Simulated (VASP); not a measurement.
BaTe:

```
CELL_PARAMETERS angstrom
0.00000 3.45487 3.45487
3.45487 0.00000 3.45487
3.45487 3.45487 0.00000
ATOMIC_POSITIONS crystal
Ba 0.00000 0.00000 0.00000
Te 0.50000 0.50000 0.50000
```

This cell differs from its parent crystal: volume scaled by 1.04.

Base run:

- Program: VASP 6.6.1
- Functional: PBEsol
- Potentials or basis: VASP PAW PBE potentials, release 64 (Ba_sv, Te)
- Cutoff: 520 eV
- k mesh: 7 × 7 × 7
- Occupations: fermi-dirac, width 0.05 eV
- Spin: no spin polarisation

Its results: band gap on the k mesh 1.39 eV, indirect (least direct gap 1.78 eV); pressure 0.9 GPa.

Task: After a change of settings the same cell gave: band gap on the k mesh 1.48 eV, indirect (least direct gap 1.86 eV); pressure 2.6 GPa. Which change was it?
A. functional from PBEsol to PBE
B. functional from PBEsol to r2SCAN
C. functional from PBEsol to LDA; potentials or basis from VASP PAW PBE potentials, release 64 (Ba_sv, Te) to VASP PAW LDA potentials, release 64 (Ba_sv, Te)

Result: A.

PBE binds less tightly than PBEsol, so the same cell stands under more pressure.

Caveats: spin-orbit coupling is left out, which moves the levels of the heavy elements; the PAW data sets were made with another functional, which shifts forces and pressure a little (some runs).
